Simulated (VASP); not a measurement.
# Al7N8 (a cell with a defect) in VASP: a series of runs

Runs on Al7N8 (a cell with a defect). Level: PBE. Tasks: single point.

Program: VASP 6.6.1. These are calculated values, not measurements. Logs are shortened: lines on timing, memory, paths and dates and some standing lists are left out, and cuts for length are marked.

**1. The cell of the first run**

The cell holds a defect, 15 atoms: a = 5.018 Å, b = 6.260 Å, c = 6.260 Å, α = 120.00°, β = 90.00°, γ = 90.00°.

**2. Single point, PBE, collinear spin (atoms taken out, then relaxed in part)**

INCAR reads:

```
SYSTEM = Al7N8
ALGO     = Normal         ! electronic algorithm
EDIFF    = 1E-6           ! SCF threshold, eV
ENCUT    = 520            ! plane-wave cutoff, eV
GGA      = PE             ! functional
ISIF     = 2              ! what is computed and relaxed
ISMEAR   = 0              ! smearing method
ISPIN    = 2              ! spin polarisation
LASPH    = .TRUE.         ! aspherical terms in the spheres
LCHARG   = .TRUE.         ! write CHGCAR
LELF     = .TRUE.         ! ELF
LORBIT   = 11             ! projections on sites
LREAL    = Auto         
LVHAR    = .TRUE.       
LWAVE    = .FALSE.        ! write WAVECAR
MAGMOM   = 0 0 0 0 0 0 0 0.75 0 0 0 0.75 0.75 0 0.75 ! initial moments
NBANDS   = 48             ! bands
NELECT   = 63.0         
NELM     = 150            ! most SCF steps
PREC     = Accurate       ! precision mode
SIGMA    = 0.01           ! smearing width, eV
```

KPOINTS reads:

```
k-points
0
G
  2 2 2
  0 0 0
```

POSCAR reads:

```
Al7N8
1.0
    0.0000000000      0.0000000000      5.0179604226
   -3.1302455678      5.4217443637      0.0000000000
   -3.1302455678     -5.4217443637      0.0000000000
Al N
7 8
Direct
    0.9965034064      0.6612380188      0.3281561092
    0.9965256949      0.1697011689      0.8366903934
    0.9974777869      0.6644998293      0.8335033196
    0.5040971044      0.8364199096      0.1688327064
    0.5059536302      0.3283152457      0.1696272661
    0.4971818602      0.8320180986      0.6658958801
    0.5040584138      0.3291280241      0.6615534528
    0.4179645704      0.1642398116      0.3337471502
    0.3771417845      0.6657764301      0.3353962645
    0.3771423127      0.1625204491      0.8321597891
    0.3772597364      0.6666708411      0.8312857851
    0.8716469226      0.8017420876      0.1503303489
    0.8721223116      0.3445850929      0.1533120998
    0.8777104987      0.8324034311      0.6654925792
    0.8716464001      0.3476386448      0.6962789613
```

Potentials or basis: VASP PAW PBE potentials, release 64 (Al, N).

Launch:

```console
cat potpaw_PBE.64/Al/POTCAR potpaw_PBE.64/N/POTCAR > POTCAR
mpirun -np 1 vasp_std > vasp.out
```

OUTCAR:

```text
SYSTEM = Al7N8
   EDIFF = 1E-6
   ENCUT = 520
   GGA = PE
   ISIF = 2
   ISMEAR = 0
   ISPIN = 2
   LASPH = .TRUE.
   LORBIT = 11
   LREAL = Auto
   NELECT = 63.0
   NELM = 150
   PREC = Accurate

 ion  position               nearest neighbor table
   1  0.997  0.661  0.328-  13 1.83  12 1.84   9 1.91  14 1.92   5 3.05   4 3.07   2 3.08   6 3.10
                             3 3.11   6 3.11   4 3.13   5 3.13   3 3.15   2 3.18
   2  0.997  0.170  0.837-  13 1.83  15 1.84  10 1.91  14 1.92   5 3.05   7 3.07   1 3.08   6 3.10
                             3 3.11   6 3.11   7 3.13   5 3.13   3 3.15   1 3.18
   3  0.997  0.664  0.834-  12 1.83  15 1.84  11 1.91  14 1.92   4 3.07   7 3.07   6 3.10   6 3.10
                             1 3.11   2 3.11   7 3.13   4 3.13   2 3.15   1 3.15
   4  0.504  0.836  0.169-   8 1.83  12 1.85   9 1.94  11 1.94   1 3.07   3 3.07   5 3.08   7 3.08
                             3 3.13   6 3.13   1 3.13   6 3.14   7 3.18   5 3.18
   5  0.506  0.328  0.170-   8 1.83  13 1.85   9 1.94  10 1.94   1 3.05   2 3.05   4 3.08   7 3.08
                             2 3.13   1 3.13   6 3.13   6 3.13   7 3.18   4 3.18
   6  0.497  0.832  0.666-   9 1.89  10 1.89  11 1.89  14 1.91   3 3.10   3 3.10   2 3.10   1 3.10
                             2 3.11   1 3.11   4 3.13   7 3.13   5 3.13   5 3.13   7 3.14   4 3.14
   7  0.504  0.329  0.662-   8 1.83  15 1.85  10 1.94  11 1.94   2 3.07   3 3.07   5 3.08   4 3.08
                             3 3.13   6 3.13   2 3.13   6 3.14   4 3.18   5 3.18
   8  0.418  0.164  0.334-   7 1.83   4 1.83   5 1.83
   9  0.377  0.666  0.335-   6 1.89   1 1.91   4 1.94   5 1.94
  10  0.377  0.163  0.832-   6 1.89   2 1.91   7 1.94   5 1.94
  11  0.377  0.667  0.831-   6 1.89   3 1.91   7 1.94   4 1.94
  12  0.872  0.802  0.150-   3 1.83   1 1.84   4 1.85
  13  0.872  0.345  0.153-   2 1.83   1 1.83   5 1.85
  14  0.878  0.832  0.665-   6 1.91   3 1.92   2 1.92   1 1.92
  15  0.872  0.348  0.696-   3 1.84   2 1.84   7 1.85

  LATTYP: Found a hexagonal cell.
 ALAT       =     6.2604911357
 C/A-ratio  =     0.8015282370

  Lattice vectors:

 A1 = (  -3.1302455678,   5.4217443637,   0.0000000000)
 A2 = (  -3.1302455678,  -5.4217443637,   0.0000000000)
 A3 = (   0.0000000000,   0.0000000000,   5.0179604226)

Analysis of symmetry for initial positions (statically):
=====================================================================
 Subroutine PRICEL returns:
 Original cell was already a primitive cell.

 Routine SETGRP: Setting up the symmetry group for a
 hexagonal supercell.

 Subroutine GETGRP returns: Found  1 space group operations
 (whereof  1 operations were pure point group operations)
 out of a pool of 24 trial point group operations.

The static configuration has the point symmetry C_1 .

Analysis of symmetry for dynamics (positions and initial velocities):
=====================================================================
 Subroutine PRICEL returns:
 Original cell was already a primitive cell.

 Routine SETGRP: Setting up the symmetry group for a
 hexagonal supercell.

 Subroutine GETGRP returns: Found  1 space group operations
 (whereof  1 operations were pure point group operations)
 out of a pool of 24 trial point group operations.

The dynamic configuration has the point symmetry C_1 .

Analysis of structural, dynamic, and magnetic symmetry:
=====================================================================
 Subroutine PRICEL returns:
 Original cell was already a primitive cell.

 Routine SETGRP: Setting up the symmetry group for a
 hexagonal supercell.

 Subroutine GETGRP returns: Found  1 space group operations
 (whereof  1 operations were pure point group operations)
 out of a pool of 24 trial point group operations.

The overall configuration has the point symmetry C_1 .

 Subroutine INISYM returns: Found  1 space group operations
 (whereof  1 operations are pure point group operations),
 and found     1 'primitive' translations

----------------------------------------------------------------------------------------

                                     Primitive cell

  volume of cell :     170.3235

  direct lattice vectors                    reciprocal lattice vectors
[... 106 lines left out ...]
   PSTRESS=    0.0 pullay stress
   NELECT =      63.0000    total number of electrons
   NUPDOWN=      -1.0000    fix difference up-down
   EMIN   =  10.00;   EMAX   =-10.00  energy-range for DOS
   EFERMI =   0.00;   METHOD = LEGACY
   ISMEAR =     0;   SIGMA  =   0.01  broadening in eV -4-tet -1-fermi 0-gaus
   EFERMI_NEDOS =   21; number of points for ismear=-14 and -15
   IALGO  =     38    algorithm
   IMIX   =      4    mixing-type and parameters
     AMIX     =   0.40;   BMIX     =  1.00
     AMIX_MAG =   1.60;   BMIX_MAG =  1.00
  volume/ion in A,a.u.               =      11.35        76.63
  Fermi-wavevector in a.u.,A,eV,Ry     =   1.175159  2.220729 18.789641  1.381000
  Thomas-Fermi vector in A             =   2.311545
   LORBIT       =     11    0 simple, 1 ext, 2 COOP (PROOUT), +10 PAW based schemes
   GGA     = PE    functional components
   LHFCALC =     F    Hartree Fock is set to
   AEXX    =    0.0000 exact exchange contribution
   IVDW    =     0    specifies the selected vdW correction
   LEPSILON=     F    determine dielectric tensor
   LRPA    =     F    only Hartree local field effects (RPA)
 spin polarized calculation
 Gauss-broadening in eV      SIGMA  =   0.01
  energy-cutoff  :      520.00
  volume of cell :      170.32
 maximum number of plane-waves:      4596
 NGX is ok and might be reduce to    40
   NGX = 19   NGY = 23   NGZ = 23

 number of electron      63.0000000 magnetization       1.0000111

 Free energy of the ion-electron system (eV)
  ---------------------------------------------------
  ext. energy  EPLUGINS =         0.00000000
  ---------------------------------------------------
  free energy    TOTEN  =       -95.22741829 eV

  energy without entropy =      -95.22604161  energy(sigma->0) =      -95.22672995

 E-fermi :   6.3788     XC(G=0): -10.5677

 val. band max:        6.3774892103   @ k =   0.0000   0.5000   0.0000
 cond. band min:       6.3856002159   @ k =   0.5000   0.5000   0.5000
 fundamental gap:      0.0081110056
 Fermi energy:         6.3788449804

 spin component 1

 k-point     1 :       0.0000    0.0000    0.0000
  band No.  band energies     occupation
      1     -10.3016      1.00000
      2      -8.5102      1.00000
      3      -8.5029      1.00000
      4      -8.4365      1.00000
      5      -7.9724      1.00000
      6      -7.3840      1.00000
[... 357 lines left out ...]
     42      13.7309      0.00000
     43      13.8775      0.00000
 Fermi energy:         6.3788449804

 spin component 2

 k-point     1 :       0.0000    0.0000    0.0000
  band No.  band energies     occupation
      1     -10.2480      1.00000
      2      -8.4891      1.00000
      3      -8.4741      1.00000
      4      -8.4240      1.00000
      5      -7.7274      1.00000
      6      -7.1776      1.00000
[... 357 lines left out ...]
     42      13.7717      0.00000
     43      13.9103      0.00000
 [bands above 43 left out]

------------------------ aborting loop because EDIFF is reached ----------------------------------------

  FORCE on cell =-STRESS in cart. coord.  units (eV):
  Direction    XX          YY          ZZ          XY          YZ          ZX
  --------------------------------------------------------------------------------------
  -------------------------------------------------------------------------------------
  Total       20.3910125     21.2087941     21.3792615     -0.0018270      0.0991121      0.0055981
  in kB      191.8115257    199.5041276    201.1076576     -0.0171862      0.9323152      0.0526598
  external PRESSURE =     197.4744370 kB  Pullay stress =       0.0000000 kB

 VOLUME and BASIS-vectors are now :
 -----------------------------------------------------------------------------
  energy-cutoff  :      520.00
  volume of cell :      170.32
      direct lattice vectors                 reciprocal lattice vectors
     0.000000000  0.000000000  5.017960423     0.000000000  0.000000000  0.199284154
    -3.130245568  5.421744364  0.000000000    -0.159731877  0.092221242  0.000000000
    -3.130245568 -5.421744364  0.000000000    -0.159731877 -0.092221242  0.000000000

 POSITION                                       TOTAL-FORCE (eV/Angst)
 -----------------------------------------------------------------------------------
     -3.09705      1.80588      5.00041        -0.001683      0.008242     -0.001579
     -3.15025     -3.61625      5.00053         0.002757      0.012347     -0.003037
     -4.68912     -0.91629      5.00530         0.001459     -0.010452     -0.003173
     -3.14669      3.61949      2.52954         0.012687     -0.006068      0.005730
     -1.55868      0.86037      2.53886        -0.000510      0.009655     -0.005332
     -4.68884      0.90067      2.49484         0.001379     -0.001441      0.004893
     -3.10108     -1.80233      2.52935        -0.012736     -0.005633      0.009871
     -1.55882     -0.91903      2.09733         0.000297      0.011257      0.002148
     -3.13392      1.79124      1.89248         0.000189      0.002851     -0.001133
     -3.11359     -3.63061      1.89249        -0.000961      0.002834     -0.001078
     -4.68897     -0.89250      1.89307        -0.000303      0.001035     -0.002683
     -2.98022      3.53179      4.37389        -0.004928     -0.011636     -0.007327
     -1.55854      1.03703      4.37628        -0.001313     -0.000366      0.003290
     -4.68878      0.90495      4.40432         0.000356      0.000099      0.007387
     -3.26772     -1.89024      4.37389         0.003309     -0.012725     -0.007978
 -----------------------------------------------------------------------------------
    total drift:                                0.004823     -0.001287      0.007193

  FREE ENERGIE OF THE ION-ELECTRON SYSTEM (eV)
  ---------------------------------------------------
  free  energy   TOTEN  =       -95.2274182870 eV

  energy  without entropy=      -95.2260416143  energy(sigma->0) =      -95.22672995

 total charge

# of ion       s       p       d       tot
------------------------------------------
    1        0.384   0.472   0.000   0.856
    2        0.384   0.472   0.000   0.856
    3        0.385   0.473   0.000   0.858
    4        0.379   0.461   0.000   0.840
    5        0.379   0.461   0.000   0.840
    6        0.379   0.458   0.000   0.837
    7        0.379   0.461   0.000   0.840
    8        1.236   2.611   0.000   3.847
    9        1.223   2.648   0.000   3.871
   10        1.223   2.648   0.000   3.871
   11        1.224   2.649   0.000   3.873
   12        1.245   2.588   0.000   3.832
   13        1.241   2.605   0.000   3.846
   14        1.223   2.648   0.000   3.871
   15        1.245   2.588   0.000   3.833
--------------------------------------------------
tot         12.529  24.242   0.000  36.771

 magnetization (x)

# of ion       s       p       d       tot
------------------------------------------
    1       -0.001  -0.001   0.000  -0.003
    2       -0.001  -0.001   0.000  -0.003
    3       -0.002  -0.002   0.000  -0.004
    4       -0.001  -0.002   0.000  -0.002
    5       -0.001  -0.001   0.000  -0.002
    6       -0.000  -0.000   0.000  -0.000
    7       -0.001  -0.002   0.000  -0.002
    8        0.003   0.117   0.000   0.121
    9       -0.000   0.000   0.000  -0.000
   10       -0.000   0.000   0.000  -0.000
   11       -0.000  -0.000   0.000  -0.000
   12        0.007   0.210   0.000   0.216
   13        0.005   0.154   0.000   0.159
   14        0.000   0.001   0.000   0.001
   15        0.007   0.210   0.000   0.217
--------------------------------------------------
tot          0.014   0.683   0.000   0.697
```

It took 2.8 min on 1 thread of AMD EPYC 9R45 (Zen 5), shared host; peak memory 0.35 GiB.

Results:

| Quantity | Value |
| --- | --- |
| Free energy | -95.2274 eV |
| Largest force | 0.017 eV/Å |
| Net moment | 1.00 μB per cell |
| Site moments | Al -0.00; N +0.12, -0.00, +0.22, +0.16, +0.00 (each value once) μB |
| Valence electrons inside the program's atomic spheres | Al 0.86, 0.84 (each value once); N 3.85, 3.87, 3.83 (each value once) |

Forces on the atoms (eV/Å):
```
Al  -0.002  0.008 -0.002
Al   0.003  0.012 -0.003
Al   0.001 -0.010 -0.003
Al   0.013 -0.006  0.006
Al  -0.001  0.010 -0.005
Al   0.001 -0.001  0.005
Al  -0.013 -0.006  0.010
N    0.000  0.011  0.002
N    0.000  0.003 -0.001
N   -0.001  0.003 -0.001
N    0.000  0.001 -0.003
N   -0.005 -0.012 -0.007
N   -0.001  0.000  0.003
N    0.000  0.000  0.007
N    0.003 -0.013 -0.008
```

Levels at points of the mesh, in eV from the Fermi level:
Spin up:
```tsv
k point	band 28	band 29	band 30	band 31	band 32	band 33	band 34	band 35	band 36	band 37
(0.00, 0.00, 0.00)	-2.08	-2.08	-1.28	-0.70	-0.54	2.70	3.98	3.99	4.27	4.69
(0.50, 0.00, 0.00)	-2.26	-2.25	-1.26	-0.74	-0.58	3.67	3.68	3.78	4.32	4.39
(0.00, 0.50, 0.00)	-2.11	-1.85	-1.67	-1.11	-0.62	4.41	4.49	4.58	4.84	5.93
(0.00, 0.00, 0.50)	-2.11	-1.85	-1.68	-1.11	-0.62	4.41	4.49	4.58	4.84	5.93
(0.00, 0.50, 0.50)	-2.06	-1.87	-1.52	-1.10	-0.74	4.41	4.48	4.59	4.88	5.92
(0.50, 0.50, 0.00)	-2.52	-2.33	-2.09	-0.74	-0.55	4.72	4.79	4.95	5.16	5.22
(0.50, 0.00, 0.50)	-2.52	-2.33	-2.09	-0.73	-0.55	4.72	4.79	4.95	5.16	5.22
(0.50, 0.50, 0.50)	-2.52	-2.37	-2.00	-0.84	-0.53	4.73	4.79	4.95	5.18	5.23
```
Spin down:
```
           k point  band 27  band 28  band 29  band 30  band 31  band 32  band 33  band 34  band 35  band 36
(0.00, 0.00, 0.00)    -2.03    -2.02    -1.91    -1.04     0.05     0.07     2.75     3.99     3.99     4.31
(0.50, 0.00, 0.00)    -2.44    -2.20    -2.20    -0.85     0.00     0.02     3.69     3.70     3.82     4.34
(0.00, 0.50, 0.00)    -2.30    -2.02    -1.66    -1.11    -0.75     0.00     4.45     4.48     4.62     4.90
(0.00, 0.00, 0.50)    -2.30    -2.02    -1.66    -1.11    -0.75     0.00     4.45     4.48     4.62     4.90
(0.00, 0.50, 0.50)    -2.33    -1.98    -1.66    -1.11    -0.76     0.01     4.45     4.47     4.63     4.92
(0.50, 0.50, 0.00)    -2.44    -2.33    -2.23    -1.81    -0.11     0.03     4.75     4.82     4.95     5.19
(0.50, 0.00, 0.50)    -2.44    -2.33    -2.23    -1.81    -0.11     0.03     4.75     4.82     4.95     5.19
(0.50, 0.50, 0.50)    -2.41    -2.34    -2.25    -1.78    -0.10     0.01     4.76     4.82     4.95     5.20
```

Caveat: the k points lie up to 0.63 Å⁻¹ apart; the cell carries a net charge on a neutralising background, which shifts energy and pressure; the cell differs from its parent crystal (atoms taken out, then relaxed in part); the cell is charged against a uniform background, so pressure and absolute levels hang on convention.

(Part 1 of 2 ends here.)
